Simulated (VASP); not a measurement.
# Os: single point with pbe exchange, pbesol correlation

Os:

```
Os
1.0
     2.73410    0.00000    0.00000
    -1.36705    2.36780    0.00000
     0.00000    0.00000    4.31970
Os
2
Direct
  0.33333 0.66667 0.25000
  0.66667 0.33333 0.75000
```

* Program: VASP 6.6.1
* Task: single point
* Functional: pbe exchange, pbesol correlation
* Potentials or basis: VASP PAW PBE potentials, release 64 (Os)
* Cutoff: 600 eV
* k mesh: 11 × 11 × 6
* Occupations: fermi-dirac, width 0.01 eV
* Spin: no spin polarisation

```
Pressure               : 12.5 GPa
Band gap on the k mesh : zero (bands 8 and 9 overlap by 3.88 eV)
```

Stress tensor (GPa, compression positive):
```
12.39  0.00  0.00
 0.00 12.39  0.00
 0.00  0.00 12.61
```

Levels at points of the mesh, in eV from the Fermi level:
```tsv
k point	band 5	band 6	band 7	band 8	band 9	band 10	band 11	band 12
(0.00, 0.00, 0.00)	-2.74	-2.15	-2.15	-1.50	-1.50	0.20	1.75	1.75
(0.00, 0.00, 0.50)	-3.18	-3.18	-3.18	-3.18	0.95	0.95	0.95	0.95
```

Run time: 30 s on 1 thread of Intel Xeon 8259CL, on a shared host, peak memory 0.17 GiB.

Caveat: the cell stands under pressure; the PAW data sets were made with another functional, which shifts forces and pressure a little; spin-orbit coupling is left out, which moves the levels of the heavy elements.
